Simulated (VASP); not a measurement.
Here is a VASP 6.6.1 calculation.

INCAR

```
SYSTEM = FeSi
PREC = Accurate ; ENCUT = 520
EDIFF = 1E-6 ; ISMEAR = 0
SIGMA = 0.01 ; LREAL = .False.
LASPH = .True. ; NELM = 80
ALGO = Normal ; ISIF = 2
LWAVE = .False. ; LCHARG = .False.
GGA = PE ; IBRION = 2
NSW = 50 ; EDIFFG = -0.01
```

KPOINTS

```
regular mesh
0
Gamma
  8 8 8
  0 0 0
```

The input POSCAR:

```
FeSi
1.0
    4.5349880800      0.0000000000      0.0000000000
    0.0000000000      4.5349880800      0.0000000000
    0.0000000000      0.0000000000      4.5349880800
Fe Si
4 4
Direct
    0.1345373320      0.1345373320      0.1345373320
    0.3654626680      0.8654626680      0.6345373320
    0.6345373320      0.3654626680      0.8654626680
    0.8654626680      0.6345373320      0.3654626680
    0.8400623417      0.8400623417      0.8400623417
    0.6599376583      0.1599376583      0.3400623417
    0.3400623417      0.6599376583      0.1599376583
    0.1599376583      0.3400623417      0.6599376583
```

Potentials or basis: VASP PAW PBE potentials, release 64 (Fe, Si).

Launch:

```sh
$ cat potpaw_PBE.64/Fe/POTCAR potpaw_PBE.64/Si/POTCAR > POTCAR
$ mpirun -np 1 vasp_std > vasp.out
```

Predict the energy gained by relaxing.

0.3 meV/atom.

What does it give for the band gap on the k mesh?

0.16 eV (least direct gap 0.17 eV).

The path:
```tsv
step	energy change (eV)	largest force (eV/Å)	pressure (GPa)
1	0.0000	0.0870	-11.35
2	-0.0015	0.0505	-11.16
3	-0.0022	0.0118	-11.00
4	-0.0022	0.0092	-11.04
```

A k mesh can miss the band edges. Spin polarisation is off, so any magnetic state and its effect on volume and gap are missing.
